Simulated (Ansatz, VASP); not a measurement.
**GaAs: VASP beside Ansatz**

The input POSCAR:

```
GaAs
1.0
    0.0000000000      2.8291375184      2.8291375184
    2.8291375184      0.0000000000      2.8291375184
    2.8291375184      2.8291375184      0.0000000000
Ga As
1 1
Direct
    0.0000000000      0.0000000000      0.0000000000
    0.2500000000      0.2500000000      0.2500000000
```

The input INCAR.step1:

```
PREC = Accurate
ENCUT = 520
EDIFF = 1E-5
ISMEAR = 0
SIGMA = 0.01
LREAL = F
LASPH = T
NELM = 60
ALGO = Normal
ISIF = 2
LWAVE = T
GGA = PE
NBANDS = 16
```

File INCAR.step2:

```
PREC = Accurate
ENCUT = 520
EDIFF = 1E-6
ISMEAR = 0
SIGMA = 0.01
LREAL = F
LASPH = T
NELM = 60
ALGO = Normal
ISIF = 2
LWAVE = F
LCHARG = T
GGA = PE
LHFCALC = T
AEXX = 0.25
PRECFOCK = Normal
LELF = T
LVHAR = T
ISTART = 1
NBANDS = 16
```

KPOINTS

```
regular mesh
0
Gamma
  6 6 6
```

Input for Ansatz:

```yaml
crystal:
  lattice:
    - [0.0, 2.8291375184, 2.8291375184]
    - [2.8291375184, 0.0, 2.8291375184]
    - [2.8291375184, 2.8291375184, 0.0]
  atoms:
    - { symbol: Ga, position: [0.0, 0.0, 0.0] }
    - { symbol: As, position: [0.25, 0.25, 0.25] }
basis:
  ecutwfc: 420
kpoints:
  mp_grid: { grid: [6, 6, 6] }
  band_path:
    path:
      - [0.0, 0.0, 0.0]
      - [-0.5, -0.5, 0.0]
      - [-0.375, -0.375, 0.25]
      - [-0.375, 0.0, 0.375]
      - [0.0, 0.0, 0.5]
      - [-0.5, -0.25, 0.25]
    npoints: 1
hamiltonian:
  xc: pbe0
scf:
  occupations: { method: fixed }
  n_extra_bands: 4
output:
  eigenvalues: true
```

Alike in both runs: task single point; functional PBE0; k mesh 6 × 6 × 6; no spin polarisation.

|  | VASP | Ansatz |
| --- | --- | --- |
| version | VASP 6.6.1 | Ansatz 0.2.0 |
| potentials or method | VASP PAW PBE potentials, release 64 (Ga_d, As), cutoff 520 eV | scalar-relativistic, plane waves, PAW |
| occupations | gaussian, width 0.01 eV | fixed |
| valence electrons in the cell | 18 | 28 |

Ansatz gave:

* gap on the k mesh at the Fermi level (eV): 1.99
* least direct gap on the mesh (eV): 1.99

Estimate VASP's values.

gap on the k mesh at the Fermi level (eV): 2.02; least direct gap on the mesh (eV): 2.02.

VASP's potentials hold 18 valence electrons a cell and Ansatz's 28, so a difference there can come from the potentials and not from the codes.
